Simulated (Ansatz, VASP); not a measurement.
# LaSb: VASP beside Ansatz

File INCAR:

```
PREC = Accurate
ENCUT = 520
EDIFF = 1E-7
ISMEAR = -1
SIGMA = 0.1
LREAL = F
LASPH = T
NELM = 60
ALGO = Normal
ISIF = 2
LWAVE = F
LCHARG = F
GGA = CA
NBANDS = 15
```

File KPOINTS:

```
Automatic mesh
0
Gamma
  8 8 8
```

POSCAR

```
LaSb
1.0
    0.0000000000      3.1862540188      3.1862540188
    3.1862540188      0.0000000000      3.1862540188
    3.1862540188      3.1862540188      0.0000000000
La Sb
1 1
Direct
    0.0000000000      0.0000000000      0.0000000000
    0.5000000000      0.5000000000      0.5000000000
```

Input for Ansatz:

```yaml
crystal:
  lattice:
    - [0.0, 3.186254018765069, 3.186254018765069]
    - [3.186254018765069, 0.0, 3.186254018765069]
    - [3.186254018765069, 3.186254018765069, 0.0]
  atoms:
    - { symbol: La, position: [0.0, 0.0, 0.0] }
    - { symbol: Sb, position: [0.5, 0.5, 0.5] }
basis:
  ecutwfc: 500.0
kpoints:
  mp_grid:
    grid: [8, 8, 8]
hamiltonian:
  xc: lda
scf:
  occupations:
    method: fermi_dirac
    width: 0.1
output:
  stress: true
```

Alike in both runs: task single point; functional LDA; k mesh 8 × 8 × 8; occupations fermi-dirac, width 0.1 eV; no spin polarisation.

|  | VASP | Ansatz |
| --- | --- | --- |
| version | VASP 6.6.1 | Ansatz 0.2.0 |
| potentials or method | VASP PAW LDA potentials, release 64 (La, Sb), cutoff 520 eV | plane waves, PAW |
| valence electrons in the cell | 16 | 26 |

```csv
,VASP,Ansatz,Ansatz less VASP
pressure (GPa),0.9,0.8,-0.06
```

LDA's correlation is that of Perdew and Zunger in VASP and of Perdew and Wang (1992) in Ansatz. VASP's potentials hold 16 valence electrons a cell and Ansatz's 26, so a difference there can come from the potentials and not from the codes.

Spin-orbit coupling is off throughout.
